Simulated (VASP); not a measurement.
# NaH (Fm-3m) in VASP: further runs

The runs below take NaH through single point, with r2SCAN.

Program: VASP 6.6.1. These are calculated values, not measurements. Logs are shortened: lines on timing, memory, paths and dates and some standing lists are left out, and cuts for length are marked.

### Step 1. The cell of the first run

Symmetry: Fm-3m, No. 225, cubic system. The conventional cell has a = 4.842 Å, b = 4.842 Å, c = 4.842 Å, α = 90.00°, β = 90.00°, γ = 90.00°. Na (site symmetry m-3m) has 6 H at 2.42 Å within 3.2 Å. H (site symmetry m-3m) has 6 Na at 2.42 Å within 3.2 Å.

### Step 2. Single point, r2SCAN (volume 14.186 Å^3 an atom, c/a of the conventional cell 1.0000)

Contents of POSCAR:

```
NaH
1.0
    0.0000000000      2.4207688289      2.4207688289
    2.4207688289      0.0000000000      2.4207688289
    2.4207688289      2.4207688289      0.0000000000
Na H
1 1
Direct
    0.0000000000      0.0000000000      0.0000000000
    0.5000000000      0.5000000000      0.5000000000
```

Contents of INCAR.step1:

```
SYSTEM = NaH
ALGO     = Normal         ! electronic algorithm
EDIFF    = 1E-4           ! SCF threshold, eV
ENCUT    = 520            ! plane-wave cutoff, eV
GGA      = PE             ! functional
ISMEAR   = -1             ! smearing method
LASPH    = .True.         ! aspherical terms in the spheres
LCHARG   = .False.        ! write CHGCAR
LREAL    = .False.        ! projectors in reciprocal space
LWAVE    = .True.         ! write WAVECAR
NBANDS   = 11             ! bands
NELM     = 100            ! most SCF steps
PREC     = Accurate       ! precision mode
SIGMA    = 0.2            ! smearing width, eV
```

Contents of INCAR.step2:

```
SYSTEM = NaH
ALGO     = Normal         ! electronic algorithm
EDIFF    = 1E-6           ! SCF threshold, eV
ENCUT    = 520            ! plane-wave cutoff, eV
ISIF     = 2              ! what is computed and relaxed
ISMEAR   = -1             ! smearing method
ISTART   = 1            
LASPH    = .True.         ! aspherical terms in the spheres
LCHARG   = .False.        ! write CHGCAR
LMIXTAU  = .True.       
LREAL    = .False.        ! projectors in reciprocal space
LWAVE    = .False.        ! write WAVECAR
METAGGA  = R2SCAN         ! meta-GGA
NBANDS   = 11             ! bands
NELM     = 100            ! most SCF steps
PREC     = Accurate       ! precision mode
SIGMA    = 0.2            ! smearing width, eV
```

Contents of KPOINTS:

```
k-points
0
Gamma
  10 10 10
  0 0 0
```

Potentials or basis: VASP PAW PBE potentials, release 64 (Na_pv, H).

Run with:

```console
> cat potpaw_PBE.64/Na_pv/POTCAR potpaw_PBE.64/H/POTCAR > POTCAR
> cp INCAR.step1 INCAR
> mpirun -np 1 vasp_std > vasp.out
> cp INCAR.step2 INCAR
> mpirun -np 1 vasp_std > vasp.out
```

OUTCAR:

```text
SYSTEM = NaH
   EDIFF = 1E-6
   ENCUT = 520
   ISIF = 2
   ISMEAR = -1
   ISTART = 1
   LASPH = .True.
   LREAL = .False.
   METAGGA = R2SCAN
   NELM = 100
   PREC = Accurate

 ion  position               nearest neighbor table
   1  0.000  0.000  0.000-
   2  0.500  0.500  0.500-

  LATTYP: Found a face centered cubic cell.
 ALAT       =     4.8415376578

  Lattice vectors:

 A1 = (   0.0000000000,   2.4207688289,   2.4207688289)
 A2 = (   2.4207688289,   0.0000000000,   2.4207688289)
 A3 = (   2.4207688289,   2.4207688289,   0.0000000000)

Analysis of symmetry for initial positions (statically):
=====================================================================
 Subroutine PRICEL returns:
 Original cell was already a primitive cell.

 Routine SETGRP: Setting up the symmetry group for a
 face centered cubic supercell.

 Subroutine GETGRP returns: Found 48 space group operations
 (whereof 48 operations were pure point group operations)
 out of a pool of 48 trial point group operations.

The static configuration has the point symmetry O_h .

Analysis of symmetry for dynamics (positions and initial velocities):
=====================================================================
 Subroutine PRICEL returns:
 Original cell was already a primitive cell.

 Routine SETGRP: Setting up the symmetry group for a
 face centered cubic supercell.

 Subroutine GETGRP returns: Found 48 space group operations
 (whereof 48 operations were pure point group operations)
 out of a pool of 48 trial point group operations.

The dynamic configuration has the point symmetry O_h .

 Subroutine INISYM returns: Found 48 space group operations
 (whereof 48 operations are pure point group operations),
 and found     1 'primitive' translations

----------------------------------------------------------------------------------------

                                     Primitive cell

  volume of cell :      28.3720

  direct lattice vectors                    reciprocal lattice vectors
     0.000000000  2.420768829  2.420768829    -0.206545951  0.206545951  0.206545951
     2.420768829  0.000000000  2.420768829     0.206545951 -0.206545951  0.206545951
     2.420768829  2.420768829  0.000000000     0.206545951  0.206545951 -0.206545951

  length of vectors
     3.423484109  3.423484109  3.423484109     0.357748081  0.357748081  0.357748081

[... 78 lines left out ...]
   ENCUT  =  520.0 eV  38.22 Ry    6.18 a.u.   6.37  6.37  6.37*2*pi/ulx,y,z
   NELM   =    100;   NELMIN=  2; NELMDL=  0     # of ELM steps
   EDIFF  = 0.1E-05   stopping-criterion for ELM
   LREAL  =      F    real-space projection
[... 7 lines left out ...]
   TEBEG  =    0.0;   TEEND  =   0.0 temperature during run
   PSTRESS=    0.0 pullay stress
   NELECT =       8.0000    total number of electrons
   NUPDOWN=      -1.0000    fix difference up-down
   EMIN   =  10.00;   EMAX   =-10.00  energy-range for DOS
   EFERMI =   0.00;   METHOD = LEGACY
   ISMEAR =    -1;   SIGMA  =   0.20  broadening in eV -4-tet -1-fermi 0-gaus
   EFERMI_NEDOS =   21; number of points for ismear=-14 and -15
   IALGO  =     38    algorithm
   IMIX   =      4    mixing-type and parameters
     AMIX     =   0.40;   BMIX     =  1.00
     AMIX_MAG =   1.60;   BMIX_MAG =  1.00
  volume/ion in A,a.u.               =      14.19        95.73
  Fermi-wavevector in a.u.,A,eV,Ry     =   1.073515  2.028649 15.679827  1.152435
  Thomas-Fermi vector in A             =   2.209317
   LORBIT       =      0    0 simple, 1 ext, 2 COOP (PROOUT), +10 PAW based schemes
   METAGGA = R2SCAN    functional components
   LHFCALC =     F    Hartree Fock is set to
   AEXX    =    0.0000 exact exchange contribution
   IVDW    =     0    specifies the selected vdW correction
   LEPSILON=     F    determine dielectric tensor
   LRPA    =     F    only Hartree local field effects (RPA)
 non-spin polarized calculation
  energy-cutoff  :      520.00
  volume of cell :       28.37
 maximum number of plane-waves:       785
 NGX is ok and might be reduce to    28
   NGX = 13   NGY = 13   NGZ = 13

 number of electron       8.0000001 magnetization

 Free energy of the ion-electron system (eV)
  ---------------------------------------------------
  ext. energy  EPLUGINS =         0.00000000
  ---------------------------------------------------
  free energy    TOTEN  =        -7.59962894 eV

  energy without entropy =       -7.59962044  energy(sigma->0) =       -7.59962469

 E-fermi :   0.9055     XC(G=0):  -8.1186

 val. band max:       -1.4875791755   @ k =  -0.3000   0.5000   0.2000
 cond. band min:       2.8870954838   @ k =   0.5000   0.0000   0.0000
 fundamental gap:      4.3746746593
 Fermi energy:         0.9055216810

 k-point     1 :       0.0000    0.0000    0.0000
  band No.  band energies     occupation
      1     -24.3810      2.00000
      2     -24.3806      2.00000
      3     -24.3806      2.00000
      4      -5.0069      2.00000
      5       9.9171      0.00000
      6      14.8369      0.00000
      7      14.8369      0.00000
      8      14.8369      0.00000
      9      15.7484      0.00000
     10      15.7484      0.00000
     11      15.7485      0.00000
[... 309 lines left out ...]
 k-point    24 :       0.4000    0.3000    0.0000
  band No.  band energies     occupation
      1     -24.4438      2.00000
      2     -24.4056      2.00000
      3     -24.4033      2.00000
      4      -2.5570      2.00000
      5       4.9408      0.00000
      6       8.4325      0.00000
      7      10.4262      0.00000
      8      11.3742      0.00000
      9      13.4751      0.00000
     10      20.5022      0.00000
     11      21.9838      0.00000

 [... further k-points ...]

------------------------ aborting loop because EDIFF is reached ----------------------------------------

  FORCE on cell =-STRESS in cart. coord.  units (eV):
  Direction    XX          YY          ZZ          XY          YZ          ZX
  --------------------------------------------------------------------------------------
  -------------------------------------------------------------------------------------
  Total       -0.1472880     -0.1472880     -0.1472880      0.0000000     -0.0000000     -0.0000000
  in kB       -8.3174068     -8.3174068     -8.3174068      0.0000000     -0.0000000     -0.0000000
  external PRESSURE =      -8.3174068 kB  Pullay stress =       0.0000000 kB

 VOLUME and BASIS-vectors are now :
 -----------------------------------------------------------------------------
  energy-cutoff  :      520.00
  volume of cell :       28.37
      direct lattice vectors                 reciprocal lattice vectors
     0.000000000  2.420768829  2.420768829    -0.206545951  0.206545951  0.206545951
     2.420768829  0.000000000  2.420768829     0.206545951 -0.206545951  0.206545951
     2.420768829  2.420768829  0.000000000     0.206545951  0.206545951 -0.206545951

 POSITION                                       TOTAL-FORCE (eV/Angst)
 -----------------------------------------------------------------------------------
      0.00000      0.00000      0.00000        -0.000000      0.000000     -0.000000
      2.42077      2.42077      2.42077         0.000000     -0.000000      0.000000
 -----------------------------------------------------------------------------------
    total drift:                               -0.000000     -0.000000      0.000000

  FREE ENERGIE OF THE ION-ELECTRON SYSTEM (eV)
  ---------------------------------------------------
  free  energy   TOTEN  =        -7.5996289422 eV

  energy  without entropy=       -7.5996204357  energy(sigma->0) =       -7.59962469
```

OUTCAR.step1:

```text
SYSTEM = NaH
   EDIFF = 1E-4
   ENCUT = 520
   GGA = PE
   ISMEAR = -1
   LASPH = .True.
   LREAL = .False.
[... 556 lines left out ...]
      0.00000      0.00000      0.00000         0.000000     -0.000000     -0.000000
      2.42077      2.42077      2.42077         0.000000      0.000000      0.000000
 -----------------------------------------------------------------------------------
    total drift:                               -0.000000     -0.000000     -0.000000

  FREE ENERGIE OF THE ION-ELECTRON SYSTEM (eV)
  ---------------------------------------------------
  free  energy   TOTEN  =        -5.0875940014 eV

  energy  without entropy=       -5.0875604190  energy(sigma->0) =       -5.08757721
```

OSZICAR.step1:

```text
N       E                     dE             d eps       ncg     rms          rms(c)
DAV:   1     0.364700620275E+02    0.36470E+02   -0.46011E+03  1040   0.753E+02
DAV:   2    -0.427424729947E+01   -0.40744E+02   -0.40035E+02  1064   0.189E+02
DAV:   3    -0.550672843603E+01   -0.12325E+01   -0.12307E+01  1276   0.319E+01
DAV:   4    -0.551444945096E+01   -0.77210E-02   -0.77202E-02  1212   0.258E+00
DAV:   5    -0.551452115435E+01   -0.71703E-04   -0.71703E-04  1205   0.255E-01    0.318E+00
DAV:   6    -0.517478954045E+01    0.33973E+00   -0.33137E-01  1191   0.276E+00    0.147E+00
DAV:   7    -0.508290003775E+01    0.91890E-01   -0.32525E-01  1154   0.213E+00    0.353E-01
DAV:   8    -0.508767878747E+01   -0.47787E-02   -0.10179E-02  1130   0.953E-01    0.686E-02
DAV:   9    -0.508760860651E+01    0.70181E-04   -0.11760E-03  1233   0.359E-01    0.230E-02
DAV:  10    -0.508759400138E+01    0.14605E-04   -0.61035E-05   694   0.502E-02
   1 F= -.50875940E+01 E0= -.50875772E+01  d E =-.335824E-04
```

Run time: 69 s. Hardware: 1 thread of Intel Xeon Platinum 8259CL at 2.50GHz (Skylake/Cascade Lake), shared host; peak memory 0.16 GiB.

What came out:

| Quantity | Value |
| --- | --- |
| Free energy | -7.5996 eV |
| Pressure | -0.8 GPa |
| Band gap on the k mesh | 4.37 eV, indirect (least direct gap 5.19 eV) |

Caveat: the PAW data sets were made with another functional, which shifts forces and pressure a little. A k mesh can miss the band edges.

### Step 3. Single point, r2SCAN (volume 14.599 Å^3 an atom, c/a of the conventional cell 1.0000)

Contents of POSCAR:

```
NaH
1.0
    0.0000000000      2.4440365864      2.4440365864
    2.4440365864      0.0000000000      2.4440365864
    2.4440365864      2.4440365864      0.0000000000
Na H
1 1
Direct
    0.0000000000      0.0000000000      0.0000000000
    0.5000000000      0.5000000000      0.5000000000
```

Contents of INCAR.step1:

```
SYSTEM = NaH
  PREC = Accurate
  ENCUT = 520
  ISMEAR = -1
  SIGMA = 0.2
  LREAL = .False.
  LASPH = .True.
  NELM = 80
  NBANDS = 11
  GGA = PE
  ALGO = Normal
  EDIFF = 1E-4
  LWAVE = .True.
  LCHARG = .False.
```

Contents of INCAR.step2:

```
SYSTEM = NaH
  PREC = Accurate
  ENCUT = 520
  EDIFF = 1E-6
  ISMEAR = -1
  SIGMA = 0.2
  LREAL = .False.
  LASPH = .True.
  NELM = 80
  ALGO = Normal
  ISIF = 2
  LWAVE = .False.
  LCHARG = .False.
  METAGGA = R2SCAN
  LMIXTAU = .True.
  NBANDS = 11
  ISTART = 1
```

Contents of KPOINTS:

```
regular mesh
0
Gamma
  10 10 10
  0 0 0
```

Potentials or basis: VASP PAW PBE potentials, release 64 (Na_pv, H).

Run with:

```console
> cat potpaw_PBE.64/Na_pv/POTCAR potpaw_PBE.64/H/POTCAR > POTCAR
> cp INCAR.step1 INCAR
> mpirun -np 1 vasp_std > vasp.out
> cp INCAR.step2 INCAR
> mpirun -np 1 vasp_std > vasp.out
```

Run time: 53 s. Hardware: 1 thread of Intel Xeon Platinum 8259CL at 2.50GHz (Skylake/Cascade Lake), shared host; peak memory 0.16 GiB.

The run converged. Its results:

- Free energy: -7.5940 eV
- Pressure: -1.4 GPa
- Band gap on the k mesh: 4.32 eV, indirect (least direct gap 5.13 eV)

Levels at points of the mesh, in eV from the valence-band top:
```
           k point  band 2  band 3  band 4  band 5  band 6  band 7
(0.00, 0.00, 0.00)  -22.95  -22.95   -3.44   11.14   16.11   16.11
(0.50, 0.00, 0.00)  -22.96  -22.96   -0.80    4.32   11.46   13.71
(0.50, 0.50, 0.00)  -22.98  -22.98   -0.14    5.13   10.59   11.18
```

Caveat: the PAW data sets were made with another functional, which shifts forces and pressure a little. A k mesh can miss the band edges.

[end of part 1 of 2]
